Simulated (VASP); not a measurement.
# Mo (Im-3m) in VASP: a series of runs

Mo is run at these levels: PBE; tasks: single point.

Program: VASP 6.6.1. These are calculated values, not measurements. Logs are shortened: lines on timing, memory, paths and dates and some standing lists are left out, and cuts for length are marked.

## (1) The cell of the first run

The structure is cubic, space group Im-3m (No. 229). Conventional cell: a = 3.182 Å, b = 3.182 Å, c = 3.182 Å, α = 90.00°, β = 90.00°, γ = 90.00°. Mo (site symmetry m-3m) has 14 Mo at 2.76 to 3.18 Å within 3.6 Å.

## (2) Single point, PBE (volume scaled by 1.020)

File INCAR:

```
PREC = Accurate ; ENCUT = 520
EDIFF = 1E-6 ; ISMEAR = 0
SIGMA = 0.05 ; LREAL = F
LASPH = T ; NELM = 100
ALGO = Normal ; ISIF = 2
LWAVE = F ; LCHARG = T
GGA = PE ; LELF = T
LVHAR = T ; NBANDS = 13
```

File KPOINTS:

```
Automatic mesh
0
Gamma
  20 20 20
```

File POSCAR:

```
Mo
1.0
   -1.5910552986      1.5910552986      1.5910552986
    1.5910552986     -1.5910552986      1.5910552986
    1.5910552986      1.5910552986     -1.5910552986
Mo
1
Direct
    0.0000000000      0.0000000000      0.0000000000
```

Potentials or basis: VASP PAW PBE potentials, release 64 (Mo_sv).

Started as:

```bash
> cat potpaw_PBE.64/Mo_sv/POTCAR > POTCAR
> mpirun -np 1 vasp_std > vasp.out
```

OUTCAR:

```text
PREC = Accurate
   ENCUT = 520
   EDIFF = 1E-6
   ISMEAR = 0
   LREAL = F
   LASPH = T
   NELM = 100
   ISIF = 2
   GGA = PE

 ion  position               nearest neighbor table
   1  0.000  0.000  0.000-

  LATTYP: Found a body centered cubic cell.
 ALAT       =     3.1821105972

  Lattice vectors:

 A1 = (  -1.5910552986,   1.5910552986,   1.5910552986)
 A2 = (   1.5910552986,  -1.5910552986,   1.5910552986)
 A3 = (   1.5910552986,   1.5910552986,  -1.5910552986)

Analysis of symmetry for initial positions (statically):
=====================================================================
 Subroutine PRICEL returns:
 Original cell was already a primitive cell.

 Routine SETGRP: Setting up the symmetry group for a
 body centered cubic supercell.

 Subroutine GETGRP returns: Found 48 space group operations
 (whereof 48 operations were pure point group operations)
 out of a pool of 48 trial point group operations.

The static configuration has the point symmetry O_h .

Analysis of symmetry for dynamics (positions and initial velocities):
=====================================================================
 Subroutine PRICEL returns:
 Original cell was already a primitive cell.

 Routine SETGRP: Setting up the symmetry group for a
 body centered cubic supercell.

 Subroutine GETGRP returns: Found 48 space group operations
 (whereof 48 operations were pure point group operations)
 out of a pool of 48 trial point group operations.

The dynamic configuration has the point symmetry O_h .

 Subroutine INISYM returns: Found 48 space group operations
 (whereof 48 operations are pure point group operations),
 and found     1 'primitive' translations

----------------------------------------------------------------------------------------

                                     Primitive cell

  volume of cell :      16.1108

  direct lattice vectors                    reciprocal lattice vectors
    -1.591055299  1.591055299  1.591055299     0.000000000  0.314256833  0.314256833
     1.591055299 -1.591055299  1.591055299     0.314256833  0.000000000  0.314256833
     1.591055299  1.591055299 -1.591055299     0.314256833  0.314256833  0.000000000

  length of vectors
     2.755788615  2.755788615  2.755788615     0.444426276  0.444426276  0.444426276

  position of ions in fractional coordinates (direct lattice)
     0.000000000  0.000000000  0.000000000

  ion indices of the primitive-cell ions
   primitive index   ion index
                 1           1

----------------------------------------------------------------------------------------

 KPOINTS: Automatic mesh

Automatic generation of k-mesh.
 Grid dimensions read from file:
 generate k-points for:   20   20   20

 Generating k-lattice:

  Cartesian coordinates                     Fractional coordinates (reciprocal lattice)
     0.000000000  0.015712842  0.015712842     0.050000000  0.000000000  0.000000000
     0.015712842  0.000000000  0.015712842     0.000000000  0.050000000  0.000000000
     0.015712842  0.015712842  0.000000000     0.000000000  0.000000000  0.050000000

  Length of vectors
     0.022221314  0.022221314  0.022221314

  Shift w.r.t. Gamma in fractional coordinates (k-lattice)
     0.000000000  0.000000000  0.000000000

 Subroutine IBZKPT returns following result:
 ===========================================

 Found    256 irreducible k-points:

 Following reciprocal coordinates:
            Coordinates               Weight
  0.000000  0.000000  0.000000      1.000000
  0.050000  0.000000  0.000000     12.000000
  0.100000  0.000000  0.000000     12.000000
  0.150000  0.000000  0.000000     12.000000
  0.200000  0.000000  0.000000     12.000000
  0.250000  0.000000  0.000000     12.000000
[... 16 lines left out ...]
  0.200000  0.100000 -0.000000     48.000000
  0.250000  0.100000 -0.000000     48.000000
 [... further k-points ...]
   k-points           NKPTS =    256   k-points in BZ     NKDIM =    256   number of bands    NBANDS=     13
   number of dos      NEDOS =    301   number of ions     NIONS =      1
   total plane-waves  NPLWV =   8000
   dimension x,y,z NGX =    20 NGY =   20 NGZ =   20
   dimension x,y,z NGXF=    40 NGYF=   40 NGZF=   40
   ions per type =               1
   NGX,Y,Z   is equivalent  to a cutoff of  12.07, 12.07, 12.07 a.u.
   NGXF,Y,Z  is equivalent  to a cutoff of  24.13, 24.13, 24.13 a.u.
 SYSTEM =  unknown system
   PREC   = accura    normal or accurate (medium, high low for compatibility)
   ISTART =      0    job   : 0-new  1-cont  2-samecut
   ICHARG =      2    charge: 1-file 2-atom 10-const
   ISPIN  =      1    spin polarized calculation?
   LNONCOLLINEAR =      F non collinear calculations
   LSORBIT =      F    spin-orbit coupling
   LASPH  =      T    aspherical Exc in radial PAW
   ENCUT  =  520.0 eV  38.22 Ry    6.18 a.u.   5.12  5.12  5.12*2*pi/ulx,y,z
   NELM   =    100;   NELMIN=  2; NELMDL= -5     # of ELM steps
   EDIFF  = 0.1E-05   stopping-criterion for ELM
   LREAL  =      F    real-space projection
   EDIFFG = 0.1E-04   stopping-criterion for IOM
   NSW    =      0    number of steps for IOM
   IBRION =     -1    ionic relax: 0-MD 1-quasi-New 2-CG
   NFREE  =      0    steps in history (QN), initial steepest desc. (CG)
   ISIF   =      2    stress and relaxation
   ISYM   =      2    0-nonsym 1-usesym 2-fastsym
   POTIM  = 0.5000    time-step for ionic-motion
   TEBEG  =    0.0;   TEEND  =   0.0 temperature during run
   PSTRESS=    0.0 pullay stress
   NELECT =      14.0000    total number of electrons
   NUPDOWN=      -1.0000    fix difference up-down
   EMIN   =  10.00;   EMAX   =-10.00  energy-range for DOS
   EFERMI =   0.00;   METHOD = LEGACY
   ISMEAR =     0;   SIGMA  =   0.05  broadening in eV -4-tet -1-fermi 0-gaus
   EFERMI_NEDOS =   21; number of points for ismear=-14 and -15
   IALGO  =     38    algorithm
   IMIX   =      4    mixing-type and parameters
     AMIX     =   0.40;   BMIX     =  1.00
     AMIX_MAG =   1.60;   BMIX_MAG =  1.00
  volume/ion in A,a.u.               =      16.11       108.72
  Fermi-wavevector in a.u.,A,eV,Ry     =   1.562232  2.952191 33.205961  2.440569
  Thomas-Fermi vector in A             =   2.665181
   LORBIT       =      0    0 simple, 1 ext, 2 COOP (PROOUT), +10 PAW based schemes
   GGA     = PE    functional components
   LHFCALC =     F    Hartree Fock is set to
   AEXX    =    0.0000 exact exchange contribution
   IVDW    =     0    specifies the selected vdW correction
   LEPSILON=     F    determine dielectric tensor
   LRPA    =     F    only Hartree local field effects (RPA)
 non-spin polarized calculation
 Gauss-broadening in eV      SIGMA  =   0.05
  energy-cutoff  :      520.00
  volume of cell :       16.11
 maximum number of plane-waves:       466
   NGX = 11   NGY = 11   NGZ = 11

 number of electron      14.0000006 magnetization

 Free energy of the ion-electron system (eV)
  ---------------------------------------------------
  ext. energy  EPLUGINS =         0.00000000
  ---------------------------------------------------
  free energy    TOTEN  =       -10.93364383 eV

  energy without entropy =      -10.93293144  energy(sigma->0) =      -10.93328763

 E-fermi :  12.1343     XC(G=0): -13.2215

 val. band max:       12.1322479487   @ k =  -0.4500   0.5000   0.0500
 cond. band min:      12.1498205964   @ k =  -0.2000   0.2000   0.1000
 fundamental gap:      0.0175726477
 Fermi energy:        12.1343007125

 k-point     1 :       0.0000    0.0000    0.0000
  band No.  band energies     occupation
      1     -49.1697      2.00000
      2     -22.5019      2.00000
      3     -22.5019      2.00000
      4     -22.5019      2.00000
      5       4.9796      2.00000
      6      10.8040      2.00000
      7      10.8040      2.00000
      8      10.8040      2.00000
      9      13.7189      0.00000
     10      13.7189      0.00000
     11      26.8979      0.00000
     12      26.8979      0.00000
     13      26.8979      0.00000

 k-point     2 :       0.0500    0.0000    0.0000
  band No.  band energies     occupation
      1     -49.1640      2.00000
      2     -22.5352      2.00000
      3     -22.5122      2.00000
      4     -22.5021      2.00000
      5       5.0873      2.00000
      6      10.7439      2.00000
      7      10.7949      2.00000
      8      10.9038      2.00000
      9      13.6293      0.00000
     10      13.7205      0.00000
     11      26.9780      0.00000
     12      27.0785      0.00000
     13      27.1040      0.00000

 k-point     3 :       0.1000    0.0000    0.0000
  band No.  band energies     occupation
      1     -49.1477      2.00000
      2     -22.6309      2.00000
      3     -22.5421      2.00000
      4     -22.5028      2.00000
      5       5.3984      2.00000
      6      10.5744      2.00000
      7      10.7559      2.00000
      8      11.1999      2.00000
      9      13.4182      0.00000
     10      13.7285      0.00000
     11      27.1773      0.00000
     12      27.6076      0.00000
     13      27.6327      0.00000
[... 305 lines left out ...]
 k-point    23 :       0.2000    0.1000   -0.0000
  band No.  band energies     occupation
      1     -49.0426      2.00000
      2     -23.1948      2.00000
      3     -22.7135      2.00000
      4     -22.5486      2.00000
      5       7.2031      2.00000
      6       9.7471      2.00000
      7      10.2196      2.00000
      8      12.9608      0.00000
      9      13.6100      0.00000
     10      14.1056      0.00000
     11      27.1091      0.00000
     12      27.8914      0.00000
     13      30.2730      0.00000

 k-point    24 :       0.2500    0.1000   -0.0000
  band No.  band energies     occupation
      1     -49.0081      2.00000
      2     -23.3652      2.00000
      3     -22.7858      2.00000
      4     -22.5520      2.00000
      5       7.4862      2.00000
      6       9.4712      2.00000
      7      10.4837      2.00000
      8      13.1255      0.00000
      9      14.1870      0.00000
     10      14.5934      0.00000
     11      26.2017      0.00000
     12      27.0455      0.00000
     13      31.3482      0.00000

 [... further k-points ...]
[... 5 lines left out ...]
  --------------------------------------------------------------------------------------
  -------------------------------------------------------------------------------------
  Total       -0.4500273     -0.4500273     -0.4500273     -0.0000000      0.0000000      0.0000000
  in kB      -44.7541845    -44.7541845    -44.7541845     -0.0000000      0.0000000      0.0000000
  external PRESSURE =     -44.7541845 kB  Pullay stress =       0.0000000 kB

 VOLUME and BASIS-vectors are now :
 -----------------------------------------------------------------------------
  energy-cutoff  :      520.00
  volume of cell :       16.11
      direct lattice vectors                 reciprocal lattice vectors
    -1.591055299  1.591055299  1.591055299     0.000000000  0.314256833  0.314256833
     1.591055299 -1.591055299  1.591055299     0.314256833  0.000000000  0.314256833
     1.591055299  1.591055299 -1.591055299     0.314256833  0.314256833  0.000000000

 POSITION                                       TOTAL-FORCE (eV/Angst)
 -----------------------------------------------------------------------------------
      0.00000      0.00000      0.00000         0.000000     -0.000000      0.000000
 -----------------------------------------------------------------------------------
    total drift:                               -0.000000     -0.000000      0.000000

  FREE ENERGIE OF THE ION-ELECTRON SYSTEM (eV)
  ---------------------------------------------------
  free  energy   TOTEN  =       -10.9336438282 eV

  energy  without entropy=      -10.9329314353  energy(sigma->0) =      -10.93328763
```

It took 38 s on 1 thread of AMD EPYC 7R43 (Zen 3), shared host; peak memory 0.13 GiB.

What came out:

* Free energy: -10.9336 eV
* Pressure: -4.5 GPa
* Band gap on the k mesh: zero (band 7 reaches 15.92 eV, above the bottom of band 8 at 10.80 eV)

Caveat: the cell differs from its parent crystal (volume scaled by 1.020).

## (3) Single point, PBE (volume scaled by 1.040)

File INCAR:

```
PREC     = Accurate       # precision mode
ENCUT    = 520            # plane-wave cutoff, eV
EDIFF    = 1E-7           # SCF threshold, eV
ISMEAR   = 0              # smearing method
SIGMA    = 0.05           # smearing width, eV
LREAL    = False          # projectors in reciprocal space
LASPH    = True           # aspherical terms in the spheres
NELM     = 100            # most SCF steps
ALGO     = Fast           # electronic algorithm
ISIF     = 2              # what is computed and relaxed
LWAVE    = False          # write WAVECAR
LCHARG   = False          # write CHGCAR
GGA      = PE             # functional
NBANDS   = 13             # bands
```

File KPOINTS:

```
regular mesh
0
Gamma
  20 20 20
```

File POSCAR:

```
Mo
1.0
   -1.6013871160      1.6013871160      1.6013871160
    1.6013871160     -1.6013871160      1.6013871160
    1.6013871160      1.6013871160     -1.6013871160
Mo
1
Direct
    0.0000000000      0.0000000000      0.0000000000
```

Potentials or basis: VASP PAW PBE potentials, release 64 (Mo_sv).

Started as:

```bash
> cat potpaw_PBE.64/Mo_sv/POTCAR > POTCAR
> mpirun -np 1 vasp_std > vasp.out
```

Wall time 87 s (1 thread of AMD EPYC 7R43 (Zen 3), shared host); peak memory 0.14 GiB.

Results (log left out):

```yaml
Free_energy: -10.9204 eV
Pressure: -9.0 GPa
Band_gap_on_the_k_mesh: zero (band 7 reaches 15.51 eV, above the bottom of band 8 at 10.54 eV)
```

Levels at points of the mesh, in eV from the Fermi level:
```csv
k point,band 5,band 6,band 7,band 8,band 9,band 10
"(0.00, 0.00, 0.00)",-7.09,-1.29,-1.29,-1.29,1.55,1.55
"(0.50, 0.00, 0.00)",-5.05,-3.20,1.43,1.55,2.14,4.38
"(0.50, 0.50, 0.50)",-5.09,-5.09,3.68,3.68,3.68,8.67
```

Caveat: the cell differs from its parent crystal (volume scaled by 1.040).

## (4) Single point, PBE, non-collinear spin, zero start, spin-orbit coupling

This run uses another cell than the first one, of 15.79 Å³/atom, 0.980 times its volume.

File INCAR:

```
ALGO = Normal
EDIFF = 1E-6
ENCUT = 520
GGA = PE
GGA_COMPAT = False
ISIF = 2
ISMEAR = 0
LASPH = True
LCHARG = False
LMAXMIX = 4
LNONCOLLINEAR = True
LORBIT = 11
LORBMOM = True
LREAL = False
LSORBIT = True
LWAVE = False
MAGMOM = 0 0 0
NBANDS = 25
NELM = 150
PREC = Accurate
SIGMA = 0.05
```

File KPOINTS:

```
k-points
0
Gamma
  20 20 20
```

File POSCAR:

```
Mo
1.0
   -1.5805875265      1.5805875265      1.5805875265
    1.5805875265     -1.5805875265      1.5805875265
    1.5805875265      1.5805875265     -1.5805875265
Mo
1
Direct
    0.0000000000      0.0000000000      0.0000000000
```

Started as:

```bash
> cat potpaw_PBE.64/Mo_sv/POTCAR > POTCAR
> mpirun -np 1 vasp_ncl > vasp.out
```

Run time: 2.9 min. Hardware: 1 thread of AMD EPYC 7R43 (Zen 3), shared host; peak memory 0.23 GiB.

The run converged. Its results:

* Free energy: -11.0405 eV
* Pressure: 0.6 GPa
* Net moment: 0.00 μB per cell
* Valence electrons inside the program's atomic spheres: Mo 12.48

Moments on the atoms (μB; x, y, z):
```
Mo  0.00 0.00 0.00
```

## (5) Overview

```csv
spin,cell,gap on the mesh (eV),pressure (GPa)
off,"a = 2.756 Å, angles 109.5°, 1 atom",none,-4.5
off,"a = 2.774 Å, angles 109.5°, 1 atom",none,-9.0
"non-collinear, zero start, SOC","a = 2.738 Å, angles 109.5°, 1 atom",-,0.6
```

Alike in all rows: task single point; level PBE; potentials or basis VASP PAW PBE potentials, release 64 (Mo_sv); k mesh 20 × 20 × 20; cutoff (eV) 520; smearing gaussian 0.05 eV.

Total energies depend on the potentials used, so only differences within one code and one set of settings carry meaning.
